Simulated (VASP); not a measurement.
# Al in VASP: relaxation of the atoms with PBE

Aim: the relaxation of the atoms of Al with PBE.

All numbers are computed with VASP 6.6.1; they aren't measurements. Logs are shortened: lines on timing, memory, paths and dates and some standing lists are left out, and cuts for length are marked.

### 1 The cell of the first run

The cell holds a slab with vacuum, 14 atoms: a = 2.857 Å, b = 6.999 Å, c = 25.722 Å, α = 90.00°, β = 90.00°, γ = 90.00°.

### 2 Relaxation of the atoms, PBE

File INCAR:

```
ALGO = Normal ; DIPOL = 0.5 0.5 0.500
EDIFF = 1E-7 ; EDIFFG = -0.02
ENCUT = 450 ; GGA = PE
GGA_COMPAT = F ; IBRION = 2
IDIPOL = 3 ; ISIF = 2
ISMEAR = 0 ; KPAR = 4
LASPH = T ; LCHARG = F
LDIPOL = T ; LREAL = F
LWAVE = F ; NELM = 120
NELMDL = -8 ; NELMIN = 4
NSW = 80 ; PREC = Accurate
SIGMA = 0.1
```

File KPOINTS:

```
k-points
0
Gamma
  12 5 1
```

File POSCAR:

```
Al
1.0
    2.8571513840      0.0000000000      0.0000000000
    0.0000000000      6.9985630087      0.0000000000
    0.0000000000      0.0000000000     25.7222512844
Al
14
Direct
    0.5000000000      0.6666666667      0.2915763444
    0.0000000000      0.3333333333      0.3236415222
    0.5000000000      0.0000000000      0.3557067000
    0.0000000000      0.6666666667      0.3877718778
    0.5000000000      0.3333333333      0.4198370555
    0.0000000000      0.0000000000      0.4519022333
    0.5000000000      0.6666666667      0.4839674111
    0.0000000000      0.3333333333      0.5160325889
    0.5000000000      0.0000000000      0.5480977667
    0.0000000000      0.6666666667      0.5801629445
    0.5000000000      0.3333333333      0.6122281222
    0.0000000000      0.0000000000      0.6442933000
    0.5000000000      0.6666666667      0.6763584778
    0.0000000000      0.3333333333      0.7084236556
```

Potentials or basis: VASP PAW PBE potentials, release 64 (Al).

Run with:

```bash
$ cat potpaw_PBE.64/Al/POTCAR > POTCAR
$ mpirun -np 4 vasp_std > vasp.out
```

OUTCAR:

```text
EDIFF = 1E-7
   EDIFFG = -0.02
   ENCUT = 450
   GGA = PE
   IBRION = 2
   ISIF = 2
   ISMEAR = 0
   LASPH = T
   LREAL = F
   NELM = 120
   NELMDL = -8
   NELMIN = 4
   NSW = 80
   PREC = Accurate

 ion  position               nearest neighbor table
   1  0.500  0.667  0.292-   3 2.86   2 2.86   2 2.86   4 2.86   4 2.86
   2  0.000  0.333  0.324-   5 2.86   5 2.86   3 2.86   3 2.86   1 2.86   1 2.86   4 2.86
   3  0.500  0.000  0.356-   5 2.86   6 2.86   6 2.86   4 2.86   2 2.86   4 2.86   2 2.86   1 2.86

   4  0.000  0.667  0.388-   6 2.86   7 2.86   7 2.86   5 2.86   5 2.86   3 2.86   3 2.86   2 2.86
                             1 2.86   1 2.86
   5  0.500  0.333  0.420-   3 2.86   2 2.86   2 2.86   4 2.86   4 2.86   6 2.86   6 2.86   7 2.86
                             8 2.86   8 2.86
   6  0.000  0.000  0.452-   4 2.86   3 2.86   3 2.86   7 2.86   5 2.86   5 2.86   7 2.86   8 2.86
                             9 2.86   9 2.86
   7  0.500  0.667  0.484-   4 2.86   4 2.86   6 2.86   6 2.86   9 2.86   8 2.86   8 2.86   5 2.86
                            10 2.86  10 2.86
   8  0.000  0.333  0.516-  11 2.86  11 2.86   9 2.86   9 2.86   6 2.86   7 2.86   7 2.86  10 2.86
                             5 2.86   5 2.86
   9  0.500  0.000  0.548-  11 2.86  12 2.86  12 2.86  10 2.86   8 2.86  10 2.86   8 2.86   7 2.86
                             6 2.86   6 2.86
  10  0.000  0.667  0.580-  12 2.86  13 2.86  13 2.86  11 2.86  11 2.86   9 2.86   9 2.86   8 2.86
                             7 2.86   7 2.86
  11  0.500  0.333  0.612-   9 2.86   8 2.86   8 2.86  10 2.86  10 2.86  12 2.86  12 2.86  13 2.86
                            14 2.86  14 2.86
  12  0.000  0.000  0.644-  10 2.86   9 2.86   9 2.86  13 2.86  11 2.86  11 2.86  13 2.86  14 2.86

  13  0.500  0.667  0.676-  10 2.86  10 2.86  12 2.86  12 2.86  14 2.86  14 2.86  11 2.86
  14  0.000  0.333  0.708-  12 2.86  13 2.86  13 2.86  11 2.86  11 2.86

  LATTYP: Found a simple orthorhombic cell.
 ALAT       =     2.8571513840
 B/A-ratio  =     2.4494897428
 C/A-ratio  =     9.0027610817

  Lattice vectors:

 A1 = (   2.8571513840,   0.0000000000,   0.0000000000)
 A2 = (   0.0000000000,   6.9985630087,   0.0000000000)
 A3 = (   0.0000000000,   0.0000000000,  25.7222512844)

Analysis of symmetry for initial positions (statically):
=====================================================================
 Subroutine PRICEL returns:
 Original cell was already a primitive cell.

 Routine SETGRP: Setting up the symmetry group for a
[... 180 lines left out ...]
   NGX =  9   NGY = 25   NGZ = 89

--------------------------------------- Ionic step        1  -------------------------------------------

 number of electron      41.9999999 magnetization

 Free energy of the ion-electron system (eV)
  ---------------------------------------------------
  ext. energy  EPLUGINS =         0.00000000
  ---------------------------------------------------
  free energy    TOTEN  =       -50.05279969 eV

  energy without entropy =      -50.02103371  energy(sigma->0) =      -50.03691670

------------------------ aborting loop because EDIFF is reached ----------------------------------------

  FORCE on cell =-STRESS in cart. coord.  units (eV):
  Direction    XX          YY          ZZ          XY          YZ          ZX
  --------------------------------------------------------------------------------------
  -------------------------------------------------------------------------------------
  Total       -3.5166158     -3.0968290      0.0417807      0.0000000      0.1047431      0.0000000
  in kB      -10.9542942     -9.6466541      0.1301473      0.0000000      0.3262757      0.0000000
  external PRESSURE =      -6.8236003 kB  Pullay stress =       0.0000000 kB
[... 275 lines left out ...]
--------------------------------------- Ionic step        7  -------------------------------------------

 number of electron      42.0000000 magnetization

 dipolmoment           0.000000      0.000000     -0.000000 electrons x Angstroem

------------------------ aborting loop because EDIFF is reached ----------------------------------------

  FORCE on cell =-STRESS in cart. coord.  units (eV):
  Direction    XX          YY          ZZ          XY          YZ          ZX
  --------------------------------------------------------------------------------------
  -------------------------------------------------------------------------------------
  Total       -3.3825369     -2.7424235     -0.1654129      0.0000000      0.1309374      0.0000000
  in kB      -10.5366372     -8.5426774     -0.5152630      0.0000000      0.4078714      0.0000000
  external PRESSURE =      -6.5315258 kB  Pullay stress =       0.0000000 kB
[... 35 lines left out ...]
--------------------------------------- Ionic step        8  -------------------------------------------

 number of electron      42.0000000 magnetization

 dipolmoment           0.000000      0.000000      0.000000 electrons x Angstroem

 Free energy of the ion-electron system (eV)
  ---------------------------------------------------
  ext. energy  EPLUGINS =         0.00000000
  ---------------------------------------------------
  free energy    TOTEN  =       -50.08734531 eV

  energy without entropy =      -50.05306126  energy(sigma->0) =      -50.07020328

 E-fermi :   1.3353     XC(G=0):  -5.3686

 val. band max:        1.3248981898   @ k =   0.5000   0.0000   0.0000
 cond. band min:       1.3380286487   @ k =   0.4167   0.2000   0.0000
 fundamental gap:      0.0131304589
 Fermi energy:         1.3352556181

 k-point     1 :       0.0000    0.0000    0.0000
  band No.  band energies     occupation
      1      -9.5137      2.00000
      2      -8.7698      2.00000
      3      -7.6412      2.00000
      4      -6.5801      2.00000
      5      -6.4598      2.00000
      6      -6.2526      2.00000
[... 661 lines left out ...]
     28       2.5639      0.00000
     29       2.6279      0.00000

------------------------ aborting loop because EDIFF is reached ----------------------------------------

 vacuum level on the upper side and lower side of the slab       (xc-potential included)        -0.014        -0.014

  FORCE on cell =-STRESS in cart. coord.  units (eV):
  Direction    XX          YY          ZZ          XY          YZ          ZX
  --------------------------------------------------------------------------------------
  -------------------------------------------------------------------------------------
  Total       -3.3392568     -2.7149738     -0.1163573      0.0000000      0.1420851      0.0000000
  in kB      -10.4018191     -8.4571711     -0.3624541      0.0000000      0.4425967      0.0000000
  external PRESSURE =      -6.4071481 kB  Pullay stress =       0.0000000 kB
[... 29 lines left out ...]
  FREE ENERGIE OF THE ION-ELECTRON SYSTEM (eV)
  ---------------------------------------------------
  free  energy   TOTEN  =       -50.0873453078 eV

  energy  without entropy=      -50.0530612552  energy(sigma->0) =      -50.07020328

 reached required accuracy - stopping structural energy minimisation

 vacuum level on the upper side and lower side of the slab         5.499         5.499
```

OSZICAR:

```text
N       E                     dE             d eps       ncg     rms          rms(c)
DAV:   1     0.129056095816E+03    0.12906E+03   -0.12661E+04  1218   0.948E+02
DAV:   2    -0.422309564563E+02   -0.17129E+03   -0.16484E+03  1605   0.161E+02
DAV:   3    -0.516844346929E+02   -0.94535E+01   -0.91694E+01  1676   0.372E+01
[... 93 lines left out ...]
DAV:   3    -0.500873462332E+02    0.76172E-05   -0.14620E-04  1728   0.587E-02    0.183E-02
DAV:   4    -0.500873456249E+02    0.60834E-06   -0.27481E-05  1634   0.247E-02    0.170E-02
DAV:   5    -0.500873450953E+02    0.52961E-06   -0.70490E-06  1590   0.118E-02    0.645E-03
DAV:   6    -0.500873452831E+02   -0.18787E-06   -0.25793E-06  1694   0.643E-03    0.146E-03
DAV:   7    -0.500873453078E+02   -0.24698E-07   -0.40673E-07  1249   0.303E-03
   8 F= -.50087345E+02 E0= -.50070203E+02  d E =-.892657E-03
```

Run time: 13 min. Hardware: 4 MPI ranks of Intel Xeon Platinum 8259CL at 2.50GHz (Skylake/Cascade Lake), shared host; peak memory 0.54 GiB.

Results:

```yaml
Free_energy: -50.0873 eV
Energy_gained_by_relaxing: 2.5 meV/atom
Ionic_steps: 8
Largest_force_after_relaxing: 0.017 eV/Å
Band_gap_on_the_k_mesh: zero (bands 21 and 22 overlap by 2.16 eV)
```

Forces on the atoms (eV/Å):
```
Al   0.000 -0.012  0.000
Al   0.000 -0.003  0.014
Al   0.000 -0.008 -0.001
Al   0.000  0.010  0.006
Al   0.000  0.009 -0.014
Al   0.000 -0.008  0.003
Al   0.000  0.000  0.006
Al   0.000  0.000 -0.006
Al   0.000  0.008 -0.003
Al   0.000 -0.009  0.014
Al   0.000 -0.010 -0.006
Al   0.000  0.008  0.001
Al   0.000  0.003 -0.014
Al   0.000  0.012  0.000
```

The path:
```csv
step,energy change (eV),largest force (eV/Å),pressure (GPa)
1,0.0000,0.2449,-0.68
2,-0.0072,0.2049,-0.69
3,-0.0208,0.1037,-0.69
4,-0.0129,0.2172,-0.67
5,-0.0232,0.1041,-0.69
6,-0.0306,0.0578,-0.68
7,-0.0337,0.0469,-0.65
8,-0.0345,0.0168,-0.64
```

Final structure:
```xyz
14
Lattice="2.8572 0.0000 0.0000 0.0000 6.9986 0.0000 0.0000 0.0000 25.7223" Properties=species:S:1:pos:R:3 pbc="T T T"
Al    1.4286    4.6394    7.5411
Al    0.0000    2.3439    8.3485
Al    1.4286    0.0166    9.0421
Al    0.0000    4.6656   10.0069
Al    1.4286    2.3230   10.8138
Al    0.0000    0.0066   11.5944
Al    1.4286    4.6790   12.4491
Al    0.0000    2.3195   13.2731
Al    1.4286    6.9919   14.1278
Al    0.0000    4.6755   14.9084
Al    1.4286    2.3329   15.7153
Al    0.0000    6.9819   16.6802
Al    1.4286    4.6547   17.3737
Al    0.0000    2.3592   18.1811
```

Levels at points of the mesh, in eV from the Fermi level:
```tsv
k point	band 17	band 18	band 19	band 20	band 21	band 22	band 23	band 24	band 25	band 26
(0.00, 0.00, 0.00)	-1.75	-0.33	-0.33	0.53	0.76	0.77	1.42	1.54	1.92	2.07
(0.50, 0.00, 0.00)	-1.92	-1.92	-1.41	-1.41	-0.98	-0.98	-0.14	-0.14	-0.01	-0.01
```
